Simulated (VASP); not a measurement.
Write the native input for VASP 6.6.1 that does the following.

```yaml
Task: single point
Functional: LDA
Potentials_or_basis: VASP PAW LDA potentials, release 64 (O, Zn, H)
Cutoff: 520 eV
k_mesh: 9 × 9 × 1
Occupations: gaussian, width 0.05 eV
Spin: collinear spin, ferromagnetic start
Starting_moments: "[0.0, 0.0, 0.0, 0.0, 0.0, 0.0, 0.0, 0.0, 1.0] μB"
Dipole_correction: yes
Further_INCAR_settings: ALGO = Normal; EDIFF = 1e-06; NBANDS = 50; NELMDL = -8
```

The structure of Zn4HO4 lies in POSCAR:

```
Zn4HO4
1.0
    3.1873336251      0.0000000000      0.0000000000
   -1.5936668126      2.7603118897      0.0000000000
    0.0000000000      0.0000000000     23.6871766474
O Zn H
4 4 1
Direct
    0.3333333333      0.6666666667      0.1688677405
    0.6666666667      0.3333333333      0.2776361956
    0.3333333333      0.6666666667      0.3900077075
    0.6666666667      0.3333333333      0.4989401734
    0.6666666667      0.3333333333      0.1953153449
    0.3333333333      0.6666666667      0.3040838000
    0.6666666667      0.3333333333      0.4102106352
    0.3333333333      0.6666666667      0.5145052460
    0.8333333333      1.0000000000      0.5697763074
```

These files were run (other wordings do the same):

INCAR

```
SYSTEM = Zn4HO4
ALGO = Normal
DIPOL = 0.5 0.5 0.370
EDIFF = 1E-6
ENCUT = 520
GGA = CA
GGA_COMPAT = .FALSE.
IDIPOL = 3
ISIF = 2
ISMEAR = 0
ISPIN = 2
KPAR = 4
LASPH = .TRUE.
LCHARG = .TRUE.
LDIPOL = .TRUE.
LORBIT = 11
LREAL = .FALSE.
LVACPOTAV = .TRUE.
LVHAR = .TRUE.
LWAVE = .FALSE.
MAGMOM = 0 0 0 0 0 0 0 0 1
NBANDS = 50
NELM = 200
NELMDL = -8
PREC = Accurate
SIGMA = 0.05
```

KPOINTS

```
k-points
0
G
  9 9 1
  0 0 0
```

Potentials or basis: VASP PAW LDA potentials, release 64 (O, Zn, H).

Launch:

```bash
$ cat potpaw_LDA.64/O/POTCAR potpaw_LDA.64/Zn/POTCAR potpaw_LDA.64/H/POTCAR > POTCAR
$ mpirun -np 4 vasp_std > vasp.out
```

Results of the run:

```json
{
 "Largest force": "1.923 eV/Å",
 "Net moment": "0.63 μB per cell",
 "Site moments": "O -0.00, +0.00, +0.10; Zn -0.00, +0.00, +0.01, +0.05; H +0.20 μB",
 "Valence electrons inside the program's atomic spheres": "O 4.90, 5.00, 5.01, 5.02; Zn 10.89, 10.91, 10.97; H 0.42"
}
```

Wall time 6.9 min on 4 MPI ranks on Intel(R) Xeon(R) Platinum 8375C CPU @ 2.90GHz (Ice Lake), on a shared host, peak memory 0.69 GiB a rank.
